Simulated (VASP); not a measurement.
Ca, 1 atom in the cell. The structure is cubic, space group Im-3m (No. 229). The conventional cell has a = 4.480 Å, b = 4.480 Å, c = 4.480 Å, α = 90.00°, β = 90.00°, γ = 90.00°. Ca (site symmetry m-3m) has 14 Ca at 3.88 to 4.48 Å within 5.1 Å. 

* Program: VASP 6.6.1
* Task: relaxation of cell and atoms
* Functional: PBE
* Potentials or basis: VASP PAW PBE potentials, release 64 (Ca_sv)
* Cutoff: 600 eV
* k mesh: 14 × 14 × 14
* Occupations: gaussian, width 0.1 eV
* Spin: no spin polarisation
* Dipole correction: no
* Further INCAR settings: ALGO = Normal; EDIFF = 1e-07; IBRION = 2; EDIFFG = -0.005; NSW = 100; ISIF = 3

Potentials or basis: VASP PAW PBE potentials, release 64 (Ca_sv).

Command:

```console
$ cat potpaw_PBE.64/Ca_sv/POTCAR > POTCAR
$ mpirun -np 1 vasp_std > vasp.out
```

Hardware: 1 thread of AMD EPYC 9R45 96-Core Processor (Zen 5), on a shared host.

Question: Estimate the wall time of this run.

Answer: It took 71 s on 1 thread of AMD EPYC 9R45 96-Core Processor (Zen 5), on a shared host, peak memory 0.19 GiB. Counts: scf iterations 41, k points 104, ion steps 4.
